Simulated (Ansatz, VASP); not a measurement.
**Si5Sn in VASP and in Ansatz**

The input INCAR:

```
  PREC = Accurate
  ENCUT = 600
  EDIFF = 1E-6
  ISMEAR = 0
  SIGMA = 0.1
  LREAL = F
  LASPH = T
  NELM = 100
  ALGO = Normal
  ISIF = 3
  LWAVE = F
  LCHARG = F
  GGA = PE
  IBRION = 2
  NSW = 100
  EDIFFG = -0.01
```

Contents of KPOINTS:

```
regular mesh
0
Gamma
  12 12 8
```

Contents of POSCAR:

```
Si5Sn
1.0
    5.0943873827      0.0000000000      0.0000000000
   -2.5471936913      4.4118688901      0.0000000000
    0.0000000000      0.0000000000      4.6596442784
Si Sn
5 1
Direct
    0.5000000000      0.5000000000      0.0000000000
    0.3333333333      0.6666666667      0.5000000000
    0.0000000000      0.5000000000      0.0000000000
    0.5000000000      0.0000000000      0.0000000000
    0.6666666667      0.3333333333      0.5000000000
    0.0000000000      0.0000000000      0.5000000000
```

Input for Ansatz:

```yaml
crystal:
  lattice:
    - [5.0943873827, 0.0, 0.0]
    - [-2.5471936913, 4.4118688901, 0.0]
    - [0.0, 0.0, 4.6596442784]
  atoms:
    - { symbol: Si, position: [0.5, 0.5, 0.0] }
    - { symbol: Si, position: [0.3333333333, 0.6666666667, 0.5] }
    - { symbol: Si, position: [0.0, 0.5, 0.0] }
    - { symbol: Si, position: [0.5, 0.0, 0.0] }
    - { symbol: Si, position: [0.6666666667, 0.3333333333, 0.5] }
    - { symbol: Sn, position: [0.0, 0.0, 0.5] }
basis:
  ecutwfc: 420
kpoints:
  mp_grid: { grid: [12, 12, 8] }
hamiltonian:
  xc: pbe
scf:
  occupations: { method: gaussian, width: 0.1 }
output:
  forces: true
  stress: true
  eigenvalues: true
  write_density: true
  write_potential: true
  elf: true
  volumetric_format: npy
relax:
  adjacent_minimum: "off"
  f_tol: 0.01
  max_steps: 80
  cell: { stress_tol: 0.05 }
```

Change from the starting cell: species swapped into the MgPd5 type (P-62m, No. 189).

Alike in both runs: task relaxation of cell and atoms; functional PBE; k mesh 12 × 12 × 8; occupations gaussian, width 0.1 eV; no spin polarisation.

|  | VASP | Ansatz |
| --- | --- | --- |
| version | VASP 6.6.1 | Ansatz 0.2.0 |
| potentials or method | VASP PAW PBE potentials, release 64 (Si, Sn_d), cutoff 600 eV | scalar-relativistic, plane waves, PAW |
| valence electrons in the cell | 34 | 34 |

|  | VASP | Ansatz | Ansatz less VASP |
| --- | --- | --- | --- |
| gap on the k mesh at the Fermi level, each at its own relaxed structure (eV) | none | none | - |
| relaxed volume (Å³/atom) | 17.39 | 17.40 | +0.012 |
| relaxed cell length with the largest relative difference (Å) | 4.330 | 4.332 | +0.0015 |

A gap of «none» marks a metal or a gap that the smearing closes.
